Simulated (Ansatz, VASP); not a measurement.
## Re in VASP and in Ansatz

Contents of INCAR:

```
SYSTEM = Re
PREC = Accurate
ENCUT = 520
EDIFF = 1E-6
ISMEAR = 0
SIGMA = 0.15
LREAL = .FALSE.
LASPH = .TRUE.
NELM = 80
ALGO = Normal
ISIF = 2
LWAVE = .FALSE.
LCHARG = .FALSE.
GGA = PE
NBANDS = 14
```

File KPOINTS:

```
Automatic mesh
0
G
  18 18 10
  0 0 0
```

POSCAR

```
Re
1.0
    2.7379189912      0.0000000000      0.0000000000
   -1.3689594956      2.3711073999      0.0000000000
    0.0000000000      0.0000000000      4.4842238099
Re
2
Direct
    0.3333333333      0.6666666667      0.2391620039
    0.6666666667      0.3333333333      0.7608379961
```

Input for Ansatz:

```yaml
crystal:
  lattice:
    - [2.7379189912, 0.0, 0.0]
    - [-1.3689594956, 2.3711073999, 0.0]
    - [0.0, 0.0, 4.4842238099]
  atoms:
    - { symbol: Re, position: [0.3333333333, 0.6666666667, 0.2391620039] }
    - { symbol: Re, position: [0.6666666667, 0.3333333333, 0.7608379961] }
basis:
  ecutwfc: 420
kpoints:
  mp_grid: { grid: [18, 18, 10] }
hamiltonian:
  xc: pbe
scf:
  occupations: { method: gaussian, width: 0.15 }
output:
  forces: true
  stress: true
  eigenvalues: true
```

Change from the starting cell: mode 4 frozen in at -0.049 Å, equal normal strain along x and y -0.0133.

Alike in both runs: task single point; functional PBE; k mesh 18 × 18 × 10; occupations gaussian, width 0.15 eV; no spin polarisation.

```csv
,VASP,Ansatz
version,VASP 6.6.1,Ansatz 0.2.0
potentials or method,"VASP PAW PBE potentials, release 64 (Re), cutoff 520 eV","scalar-relativistic, plane waves, PAW"
valence electrons in the cell,14,30
```

```tsv
	VASP	Ansatz	Ansatz less VASP
gap on the k mesh at the Fermi level (eV)	none	none	-
pressure (GPa)	11.6	12.0	+0.35
traceless stress, the component that is largest in VASP (GPa)	-3.97	-3.90	+0.071
rms of the force components (eV/Å)	0.297	0.323	+0.0261
```

Atom by atom the forces differ by 0.026 eV/Å (rms over components). A gap of «none» marks a metal or a gap that the smearing closes. VASP's potentials hold 14 valence electrons a cell and Ansatz's 30, so a difference there can come from the potentials and not from the codes.

Spin-orbit coupling is off throughout.
